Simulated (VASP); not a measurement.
Write the native input for VASP 6.6.1 that does the following.

```
Task                   : relaxation of the atoms
Functional             : PBE
Dispersion             : D3(BJ)
Potentials or basis    : VASP PAW PBE potentials, release 64 (O, C, H)
Cutoff                 : 520 eV
k mesh                 : 1 × 1 × 1
Occupations            : fermi-dirac, width 0.02 eV
Spin                   : no spin polarisation
Dipole correction      : no
Further INCAR settings : LREAL = Auto; ALGO = Normal; EDIFF = 1e-06; IBRION = 2; EDIFFG = -0.3; NSW = 35
```

The structure of H2CO lies in POSCAR:

```
H2CO
1.0
    8.1882440000      0.0000000000      0.0000000000
    0.0000000000      8.1882440000      0.0000000000
    0.0000000000      0.0000000000      8.1882440000
O C H
10 10 20
Direct
    0.1067624000      0.1096017000      0.6600529000
    0.4090991000      0.2461668000      0.3486154000
    0.7068440000      0.9270747000      0.0545189000
    0.6944196000      0.4082931000      0.5311204000
    0.2219648000      0.7500938000      0.3424263000
    0.1887403000      0.1415366000      0.1838723000
    0.8461908000      0.6019791000      0.9291666000
    0.9023021000      0.8251608000      0.4998135000
   -0.0244698000      0.3170368000      0.3908086000
    0.5929787000      0.1599500000      0.7841424000
    0.2508560000      0.1395114000      0.6834167000
    0.5542030000      0.2398946000      0.3153148000
    0.6055966000      0.8272404000      0.0990777000
    0.5552092000      0.4612323000      0.5357393000
    0.2510004000      0.8917868000      0.3782516000
    0.2180077000      0.1554144000      0.0384272000
    0.9562444000      0.6676893000      0.8531811000
    0.8575225000      0.8539989000      0.3606497000
    0.0305360000      0.4323875000      0.4674376000
    0.6429488000      0.0199415000      0.7739434000
    0.3439695000      0.0423492000      0.6911702000
    0.2965199000      0.2654798000      0.6981649000
    0.6130963000      0.3297755000      0.2339284000
    0.6350602000      0.1439730000      0.3646292000
    0.5984552000      0.7843296000      0.2266645000
    0.5152259000      0.7740001000      0.0144056000
    0.5133774000      0.5602925000      0.4544502000
    0.4629667000      0.4131582000      0.6214770000
    0.1530596000      0.9817883000      0.4001167000
    0.3769056000      0.9382508000      0.3908901000
    0.2292881000      0.2757125000     -0.0213376000
    0.2349148000      0.0484820000     -0.0418868000
    1.0861459000      0.6465250000      0.8823090000
    0.9323364000      0.7521395000      0.7508713000
    0.8555421000      0.9790541000      0.3103702000
    0.8163753000      0.7567180000      0.2768997000
    0.1268931000      0.5123229000      0.4174738000
   -0.0128447000      0.4635470000      0.5912032000
    0.7709576000     -0.0084610000      0.7426737000
    0.5630665000     -0.0864991000      0.7953903000
```

One way to write it, as run:

INCAR

```
SYSTEM = H2CO
PREC = Accurate ; ENCUT = 520
EDIFF = 1E-6 ; ISMEAR = -1
SIGMA = 0.02 ; LREAL = Auto
LASPH = .True. ; NELM = 100
ALGO = Normal ; ISIF = 2
LWAVE = .False. ; LCHARG = .False.
GGA = PE ; IVDW = 12
IBRION = 2 ; NSW = 35
EDIFFG = -0.3
```

KPOINTS

```
Automatic mesh
0
Gamma
  1 1 1
  0 0 0
```

Potentials or basis: VASP PAW PBE potentials, release 64 (O, C, H).

Run with:

```bash
$ cat potpaw_PBE.64/O/POTCAR potpaw_PBE.64/C/POTCAR potpaw_PBE.64/H/POTCAR > POTCAR
$ mpirun -np 1 vasp_gam > vasp.out
```

It gave:

```json
{
 "Energy gained by relaxing": "21.4 meV/atom",
 "Ionic steps": "26",
 "Pressure after relaxing": "0.7 GPa",
 "Largest force after relaxing": "0.275 eV/Å",
 "Band gap on the k mesh": "2.18 eV",
 "Dispersion energy per atom": "-0.042 eV"
}
```

Caveat: the k points lie up to 0.77 Å⁻¹ apart; the relaxation stopped at a loose force limit of 0.3 eV/Å, so its end isn't a converged minimum.

Run time: 29 min on 1 thread of Oxide Virtual Turin-like Processor, on a shared host, peak memory 0.59 GiB.
